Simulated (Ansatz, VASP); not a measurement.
Ge: VASP beside Ansatz

```
CELL_PARAMETERS angstrom
2.86900 0.00000 0.00000
-1.43450 2.48462 0.00000
0.00000 0.00000 2.67492
ATOMIC_POSITIONS crystal
Ge 0.00000 0.00000 0.00000
```

Alike in both runs: task relaxation of cell and atoms; functional PBE; k mesh 24 × 24 × 20; occupations gaussian, width 0.1 eV; no spin polarisation.

|  | VASP | Ansatz |
| --- | --- | --- |
| version | VASP 6.6.1 | Ansatz 0.2.0 |
| potentials or method | VASP PAW PBE potentials, release 64 (Ge_d), cutoff 600 eV | scalar-relativistic, plane waves, PAW |
| valence electrons in the cell | 14 | 14 |

|  | VASP | Ansatz | Ansatz less VASP |
| --- | --- | --- | --- |
| gap on the k mesh at the Fermi level, each at its own relaxed structure (eV) | none | none | - |
| relaxed volume (Å³/atom) | 19.35 | 19.33 | -0.018 |
| relaxed length of the cell vector where the two differ most in proportion (Å) | 2.880 | 2.879 | -0.0009 |

A gap of «none» marks a metal or a gap that the smearing closes.
